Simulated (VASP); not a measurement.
The system is Y2TaN3.

```xyz
6
Lattice="5.3975 0.0000 0.0000 -2.6988 4.6744 0.0000 0.0000 0.0000 3.8153" Properties=species:S:1:pos:R:3 pbc="T T T"
Y     0.0000    3.1163    0.0000
Y     2.6988    1.5581    0.0000
Ta    0.0000    0.0000    0.0000
N     2.6988    0.0000    1.9076
N     1.3494    2.3372    1.9076
N    -1.3494    2.3372    1.9076
```

The cell was generated, and may not be a known phase.

| Quantity | Value |
| --- | --- |
| Program | VASP 6.6.1 |
| Task | relaxation of cell and atoms |
| Functional | PBE |
| Potentials or basis | VASP PAW PBE potentials, release 64 (Y_sv, Ta_pv, N) |
| Cutoff | 600 eV |
| k mesh | 6 × 6 × 4 |
| Occupations | gaussian, width 0.1 eV |
| Spin | no spin polarisation |

At the start: pressure -6.0 GPa; volume 16.04 Å³/atom.

Question: Where does the relaxation end?

Answer: Over 7 steps the energy falls by 562.3 meV/atom and the volume is 16.14 Å³/atom (+0.6 %); space group P6/mmm (No. 191, to 0.1 Å) before and after.

Step by step:
| step | energy change (eV) | largest force (eV/Å) | pressure (GPa) | volume (Å³) |
| --- | --- | --- | --- | --- |
| 1 | 0.0000 | 0.0000 | -6.00 | 96.26 |
| 2 | -2.8043 | 0.0000 | 13.46 | 86.73 |
| 3 | -2.8050 | 0.0000 | 14.75 | 86.33 |
| 4 | -3.2326 | 0.0000 | -1.36 | 100.01 |
| 5 | -3.3451 | 0.0000 | 2.80 | 95.43 |
| 6 | -3.3558 | 0.0000 | -1.92 | 98.03 |
| 7 | -3.3740 | 0.0000 | 0.09 | 96.86 |

Final structure:
```yaml
crystal:
  lattice:
    - [5.97715, 0.00000, 0.00000]
    - [-2.98858, 5.17636, 0.00000]
    - [0.00000, 0.00000, 3.13058]
  atoms:
    - { symbol: Y, position: [0.33333, 0.66667, 0.00000] }
    - { symbol: Y, position: [0.66667, 0.33333, 0.00000] }
    - { symbol: Ta, position: [0.00000, 0.00000, 0.00000] }
    - { symbol: N, position: [0.50000, 0.00000, 0.50000] }
    - { symbol: N, position: [0.50000, 0.50000, 0.50000] }
    - { symbol: N, position: [0.00000, 0.50000, 0.50000] }
```

Caveat: the k points lie up to 0.50 Å⁻¹ apart in the final cell, too coarse for converged energies and pressures of a metal; a cell axis changed by over 15 % at a fixed basis, so the end point is rough.
